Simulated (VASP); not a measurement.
Crystal: ZrB.

```xyz
2
Lattice="1.9614 -1.9857 0.0000 1.9614 1.9857 0.0000 0.0000 0.0000 4.0139" Properties=species:S:1:pos:R:3 pbc="T T T"
Zr    0.0000    0.0000    2.0070
B     1.9614    0.0000    2.0070
```

Base run:

```yaml
Program: VASP 6.6.1
Functional: revPBE
Potentials_or_basis: VASP PAW PBE potentials, release 64 (Zr_sv, B)
Cutoff: 520 eV
k_mesh: 10 × 10 × 7
Occupations: fermi-dirac, width 0.05 eV
Spin: no spin polarisation
```

Its results: pressure 78.4 GPa.

Question: The run is repeated on the same cell with these changes: functional from revPBE to PBEsol. What comes out?

Answer: Pressure 72.6 GPa.

PBEsol binds more tightly than revPBE, so the same cell stands under less pressure.

Caveats: the PAW data sets were made with another functional, which shifts forces and pressure a little.
